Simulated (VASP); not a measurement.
# Al5GaN6 (P3m1) in VASP: single point with PBE

Aim: the single point of Al5GaN6 with PBE.

Everything below comes from runs of VASP 6.6.1. Logs are shortened: lines on timing, memory, paths and dates and some standing lists are left out, and cuts for length are marked.

## Step 1: The cell of the first run

The structure is trigonal, space group P3m1 (No. 156). The conventional cell has a = 3.144 Å, b = 3.144 Å, c = 15.179 Å, α = 90.00°, β = 90.00°, γ = 120.00°. Al (site symmetry 3m) has 4 N at 1.91 Å within 2.5 Å. Al (site symmetry 3m) has 4 N at 1.91 Å within 2.5 Å. Within 2.5 Å of Al (site symmetry 3m) lie 4 N at 1.91 Å. Al (site symmetry 3m) has 4 N at 1.91 Å within 2.5 Å. Within 2.5 Å of Al (site symmetry 3m) lie 4 N at 1.91 Å. N (site symmetry 3m) has 3 Al at 1.91 Å and 1 Ga at 1.99 Å within 2.5 Å. N (site symmetry 3m) has 4 Al at 1.91 Å within 2.5 Å. N (site symmetry 3m) has 4 Al at 1.91 Å within 2.5 Å.

## Step 2: Single point, PBE

Input file INCAR:

```
SYSTEM = Al5GaN6
PREC = Accurate
ENCUT = 520
EDIFF = 1E-7
ISMEAR = 0
SIGMA = 0.02
LREAL = .False.
LASPH = .True.
NELM = 100
ALGO = Normal
ISIF = 2
LWAVE = .False.
LCHARG = .True.
GGA = PE
LELF = .True.
LVHAR = .True.
NBANDS = 41
```

Input file KPOINTS:

```
regular mesh
0
Gamma
  12 12 2
  0 0 0
```

Input file POSCAR:

```
Al5GaN6
1.0
    3.1443458579      0.0000000000      0.0000000000
   -1.5721729290      2.7230833912      0.0000000000
    0.0000000000      0.0000000000     15.1794940652
Al N Ga
5 6 1
Direct
    0.3333333333      0.6666666667      0.3348573577
    0.6666666667      0.3333333333      0.1697529897
    0.3333333333      0.6666666667      0.6648807959
    0.6666666667      0.3333333333      0.4998640281
    0.6666666667      0.3333333333      0.8297440402
    0.3333333333      0.6666666667      0.1313763771
    0.6666666667      0.3333333333      0.2958199584
    0.3333333333      0.6666666667      0.4608431876
    0.6666666667      0.3333333333      0.6258477729
    0.3333333333      0.6666666667      0.7908722954
    0.6666666667      0.3333333333      0.9557348056
    0.3333333333      0.6666666667      1.0004063914
```

Potentials or basis: VASP PAW PBE potentials, release 64 (Al, N, Ga_d).

Started as:

```console
cat potpaw_PBE.64/Al/POTCAR potpaw_PBE.64/N/POTCAR potpaw_PBE.64/Ga_d/POTCAR > POTCAR
mpirun -np 1 vasp_std > vasp.out
```

OUTCAR:

```text
SYSTEM = Al5GaN6
   PREC = Accurate
   ENCUT = 520
   EDIFF = 1E-7
   ISMEAR = 0
   LREAL = .False.
   LASPH = .True.
   NELM = 100
   ISIF = 2
   GGA = PE

 ion  position               nearest neighbor table
   1  0.333  0.667  0.335-   7 1.91   7 1.91   7 1.91   8 1.91   4 3.09   4 3.09   4 3.09   2 3.09
                             2 3.09   2 3.09
   2  0.667  0.333  0.170-   6 1.91   6 1.91   6 1.91   7 1.91   1 3.09   1 3.09   1 3.09
   3  0.333  0.667  0.665-   9 1.91   9 1.91   9 1.91  10 1.91   5 3.09   5 3.09   5 3.09   4 3.09
                             4 3.09   4 3.09
   4  0.667  0.333  0.500-   8 1.91   8 1.91   8 1.91   9 1.91   1 3.09   1 3.09   1 3.09   3 3.09
                             3 3.09   3 3.09
   5  0.667  0.333  0.830-  10 1.91  10 1.91  10 1.91  11 1.91   3 3.09   3 3.09   3 3.09
   6  0.333  0.667  0.131-   2 1.91   2 1.91   2 1.91  12 1.99
   7  0.667  0.333  0.296-   1 1.91   1 1.91   1 1.91   2 1.91
   8  0.333  0.667  0.461-   4 1.91   4 1.91   4 1.91   1 1.91
   9  0.667  0.333  0.626-   3 1.91   3 1.91   3 1.91   4 1.91
  10  0.333  0.667  0.791-   5 1.91   5 1.91   5 1.91   3 1.91
  11  0.667  0.333  0.956-   5 1.91  12 1.94  12 1.94  12 1.94
  12  0.333  0.667  0.000-  11 1.94  11 1.94  11 1.94   6 1.99

  LATTYP: Found a hexagonal cell.
 ALAT       =     3.1443458579
 C/A-ratio  =     4.8275522958

  Lattice vectors:

 A1 = (   3.1443458579,   0.0000000000,   0.0000000000)
 A2 = (  -1.5721729290,   2.7230833912,   0.0000000000)
 A3 = (   0.0000000000,   0.0000000000,  15.1794940652)

Analysis of symmetry for initial positions (statically):
=====================================================================
 Subroutine PRICEL returns:
 Original cell was already a primitive cell.

 Routine SETGRP: Setting up the symmetry group for a
 hexagonal supercell.

 Subroutine GETGRP returns: Found  6 space group operations
 (whereof  6 operations were pure point group operations)
 out of a pool of 24 trial point group operations.

The static configuration has the point symmetry C_3v.

Analysis of symmetry for dynamics (positions and initial velocities):
=====================================================================
 Subroutine PRICEL returns:
 Original cell was already a primitive cell.

 Routine SETGRP: Setting up the symmetry group for a
 hexagonal supercell.

 Subroutine GETGRP returns: Found  6 space group operations
 (whereof  6 operations were pure point group operations)
 out of a pool of 24 trial point group operations.

The dynamic configuration has the point symmetry C_3v.

 Subroutine INISYM returns: Found  6 space group operations
 (whereof  6 operations are pure point group operations),
 and found     1 'primitive' translations

----------------------------------------------------------------------------------------

                                     Primitive cell

  volume of cell :     129.9716

  direct lattice vectors                    reciprocal lattice vectors
     3.144345858  0.000000000  0.000000000     0.318031173  0.183615383  0.000000000
    -1.572172929  2.723083391  0.000000000     0.000000000  0.367230766  0.000000000
     0.000000000  0.000000000 15.179494065     0.000000000  0.000000000  0.065878348

  length of vectors
     3.144345858  3.144345858 15.179494065     0.367230766  0.367230766  0.065878348

  position of ions in fractional coordinates (direct lattice)
     0.333333333  0.666666667  0.334857358
     0.666666667  0.333333333  0.169752990
     0.333333333  0.666666667  0.664880796
     0.666666667  0.333333333  0.499864028
     0.666666667  0.333333333  0.829744040
     0.333333333  0.666666667  0.131376377
     0.666666667  0.333333333  0.295819958
     0.333333333  0.666666667  0.460843188
     0.666666667  0.333333333  0.625847773
     0.333333333  0.666666667  0.790872295
     0.666666667  0.333333333  0.955734806
     0.333333333  0.666666667  0.000406391

  ion indices of the primitive-cell ions
   primitive index   ion index
                 1           1
                 2           2
                 3           3
                 4           4
                 5           5
                 6           6
                 7           7
                 8           8
                 9           9
                10          10
                11          11
                12          12

----------------------------------------------------------------------------------------

 KPOINTS: regular mesh

Automatic generation of k-mesh.
 Grid dimensions read from file:
 generate k-points for:   12   12    2

 Generating k-lattice:

  Cartesian coordinates                     Fractional coordinates (reciprocal lattice)
     0.026502598  0.015301282  0.000000000     0.083333333  0.000000000  0.000000000
     0.000000000  0.030602564  0.000000000     0.000000000  0.083333333  0.000000000
     0.000000000  0.000000000  0.032939174     0.000000000  0.000000000  0.500000000

  Length of vectors
     0.030602564  0.030602564  0.032939174

  Shift w.r.t. Gamma in fractional coordinates (k-lattice)
     0.000000000  0.000000000  0.000000000

 Subroutine IBZKPT returns following result:
 ===========================================

 Found     38 irreducible k-points:

 Following reciprocal coordinates:
            Coordinates               Weight
  0.000000  0.000000  0.000000      1.000000
  0.083333  0.000000  0.000000      6.000000
  0.166667  0.000000  0.000000      6.000000
  0.250000  0.000000  0.000000      6.000000
  0.333333  0.000000  0.000000      6.000000
  0.416667  0.000000  0.000000      6.000000
[... 16 lines left out ...]
  0.250000  0.000000  0.500000      6.000000
  0.333333  0.000000  0.500000      6.000000
 [... further k-points ...]
   k-points           NKPTS =     38   k-points in BZ     NKDIM =     38   number of bands    NBANDS=     41
   number of dos      NEDOS =    301   number of ions     NIONS =     12
   total plane-waves  NPLWV =  69120
   dimension x,y,z NGX =    24 NGY =   24 NGZ =  120
   dimension x,y,z NGXF=    48 NGYF=   48 NGZF=  240
   ions per type =               5   6   1
   NGX,Y,Z   is equivalent  to a cutoff of  12.69, 12.69, 13.14 a.u.
   NGXF,Y,Z  is equivalent  to a cutoff of  25.38, 25.38, 26.28 a.u.
 SYSTEM =  Al5GaN6
   PREC   = accura    normal or accurate (medium, high low for compatibility)
   ISTART =      0    job   : 0-new  1-cont  2-samecut
   ICHARG =      2    charge: 1-file 2-atom 10-const
   ISPIN  =      1    spin polarized calculation?
   LNONCOLLINEAR =      F non collinear calculations
   LSORBIT =      F    spin-orbit coupling
   LASPH  =      T    aspherical Exc in radial PAW
   ENCUT  =  520.0 eV  38.22 Ry    6.18 a.u.   5.85  5.85 28.22*2*pi/ulx,y,z
   NELM   =    100;   NELMIN=  2; NELMDL= -5     # of ELM steps
   EDIFF  = 0.1E-06   stopping-criterion for ELM
   LREAL  =      F    real-space projection
   EDIFFG = 0.1E-05   stopping-criterion for IOM
   NSW    =      0    number of steps for IOM
   IBRION =     -1    ionic relax: 0-MD 1-quasi-New 2-CG
   NFREE  =      0    steps in history (QN), initial steepest desc. (CG)
   ISIF   =      2    stress and relaxation
   ISYM   =      2    0-nonsym 1-usesym 2-fastsym
   POTIM  = 0.5000    time-step for ionic-motion
   TEBEG  =    0.0;   TEEND  =   0.0 temperature during run
   PSTRESS=    0.0 pullay stress
   NELECT =      58.0000    total number of electrons
   NUPDOWN=      -1.0000    fix difference up-down
   EMIN   =  10.00;   EMAX   =-10.00  energy-range for DOS
   EFERMI =   0.00;   METHOD = LEGACY
   ISMEAR =     0;   SIGMA  =   0.02  broadening in eV -4-tet -1-fermi 0-gaus
   EFERMI_NEDOS =   21; number of points for ismear=-14 and -15
   IALGO  =     38    algorithm
   IMIX   =      4    mixing-type and parameters
     AMIX     =   0.40;   BMIX     =  1.00
     AMIX_MAG =   1.60;   BMIX_MAG =  1.00
  volume/ion in A,a.u.               =      10.83        73.09
  Fermi-wavevector in a.u.,A,eV,Ry     =   1.251031  2.364105 21.294178  1.565078
  Thomas-Fermi vector in A             =   2.384997
   LORBIT       =      0    0 simple, 1 ext, 2 COOP (PROOUT), +10 PAW based schemes
   GGA     = PE    functional components
   LHFCALC =     F    Hartree Fock is set to
   AEXX    =    0.0000 exact exchange contribution
   IVDW    =     0    specifies the selected vdW correction
   LEPSILON=     F    determine dielectric tensor
   LRPA    =     F    only Hartree local field effects (RPA)
 non-spin polarized calculation
 Gauss-broadening in eV      SIGMA  =   0.02
  energy-cutoff  :      520.00
  volume of cell :      129.97
 maximum number of plane-waves:      3522
 NGX is ok and might be reduce to    24
   NGX = 11   NGY = 11   NGZ = 57

 number of electron      58.0000016 magnetization

 Free energy of the ion-electron system (eV)
  ---------------------------------------------------
  ext. energy  EPLUGINS =         0.00000000
  ---------------------------------------------------
  free energy    TOTEN  =       -86.55734663 eV

  energy without entropy =      -86.55734663  energy(sigma->0) =      -86.55734663

 E-fermi :   6.0866     XC(G=0): -10.9534

 val. band max:        6.0047996343   @ k =   0.0000   0.0000   0.0000
 cond. band min:       9.3056619175   @ k =   0.0000   0.0000   0.0000
 fundamental gap:      3.3008622831
 Fermi energy:         6.0865956949

 k-point     1 :       0.0000    0.0000    0.0000
  band No.  band energies     occupation
      1      -9.4340      2.00000
      2      -9.1000      2.00000
      3      -8.9620      2.00000
      4      -8.3782      2.00000
      5      -7.9392      2.00000
      6      -7.4881      2.00000
[... 1045 lines left out ...]
     40      15.3454      0.00000
     41      15.7559      0.00000

 [... further k-points ...]

------------------------ aborting loop because EDIFF is reached ----------------------------------------

  FORCE on cell =-STRESS in cart. coord.  units (eV):
  Direction    XX          YY          ZZ          XY          YZ          ZX
  --------------------------------------------------------------------------------------
  -------------------------------------------------------------------------------------
  Total       -0.2002837     -0.2002837     -0.1262378      0.0000000     -0.0000000     -0.0000000
  in kB       -2.4689238     -2.4689238     -1.5561503      0.0000000     -0.0000000     -0.0000000
  external PRESSURE =      -2.1646660 kB  Pullay stress =       0.0000000 kB

 VOLUME and BASIS-vectors are now :
 -----------------------------------------------------------------------------
  energy-cutoff  :      520.00
  volume of cell :      129.97
      direct lattice vectors                 reciprocal lattice vectors
     3.144345858  0.000000000  0.000000000     0.318031173  0.183615383  0.000000000
    -1.572172929  2.723083391  0.000000000     0.000000000  0.367230766  0.000000000
     0.000000000  0.000000000 15.179494065     0.000000000  0.000000000  0.065878348

 POSITION                                       TOTAL-FORCE (eV/Angst)
 -----------------------------------------------------------------------------------
     -0.00000      1.81539      5.08297        -0.000000     -0.000000      0.004835
      1.57217      0.90769      2.57676        -0.000000     -0.000000      0.001970
     -0.00000      1.81539     10.09255         0.000000     -0.000000      0.005363
      1.57217      0.90769      7.58768        -0.000000     -0.000000      0.005208
      1.57217      0.90769     12.59509        -0.000000     -0.000000      0.003446
     -0.00000      1.81539      1.99423         0.000000     -0.000000      0.023696
      1.57217      0.90769      4.49040        -0.000000      0.000000     -0.004030
     -0.00000      1.81539      6.99537        -0.000000      0.000000     -0.005095
      1.57217      0.90769      9.50005        -0.000000     -0.000000     -0.004917
     -0.00000      1.81539     12.00504        -0.000000     -0.000000     -0.005355
      1.57217      0.90769     14.50757        -0.000000      0.000000     -0.010412
     -0.00000      1.81539      0.00617         0.000000     -0.000000     -0.014710
 -----------------------------------------------------------------------------------
    total drift:                                0.000000     -0.000001      0.000354

  FREE ENERGIE OF THE ION-ELECTRON SYSTEM (eV)
  ---------------------------------------------------
  free  energy   TOTEN  =       -86.5573466262 eV

  energy  without entropy=      -86.5573466262  energy(sigma->0) =      -86.55734663
```

Wall time 3 min (1 thread of Intel Xeon Platinum 8488C (Sapphire Rapids), shared host); peak memory 0.33 GiB.

Results:

```yaml
Free_energy: -86.5573 eV
Pressure: -0.2 GPa
Largest_force: 0.024 eV/Å
Band_gap_on_the_k_mesh: 3.30 eV
```

Forces in eV/Å, atoms in the order of the input:
```
Al   0.000  0.000  0.005
Al   0.000  0.000  0.002
Al   0.000  0.000  0.005
Al   0.000  0.000  0.005
Al   0.000  0.000  0.003
N    0.000  0.000  0.024
N    0.000  0.000 -0.004
N    0.000  0.000 -0.005
N    0.000  0.000 -0.005
N    0.000  0.000 -0.005
N    0.000  0.000 -0.010
Ga   0.000  0.000 -0.015
```

Levels at points of the mesh, in eV from the valence-band top:
```csv
k point,band 25,band 26,band 27,band 28,band 29,band 30,band 31,band 32,band 33,band 34
"(0.00, 0.00, 0.00)",-0.57,-0.57,-0.22,0.00,0.00,3.30,4.72,5.04,5.79,6.12
"(0.50, 0.00, 0.00)",-1.41,-1.39,-1.31,-1.29,-0.92,4.35,4.67,5.36,5.39,5.42
"(0.00, 0.00, 0.50)",-0.74,-0.55,-0.55,0.00,0.00,3.60,4.15,5.43,5.83,6.06
"(0.50, 0.00, 0.50)",-1.69,-1.67,-1.53,-1.10,-0.99,4.62,4.92,4.96,5.10,5.46
```
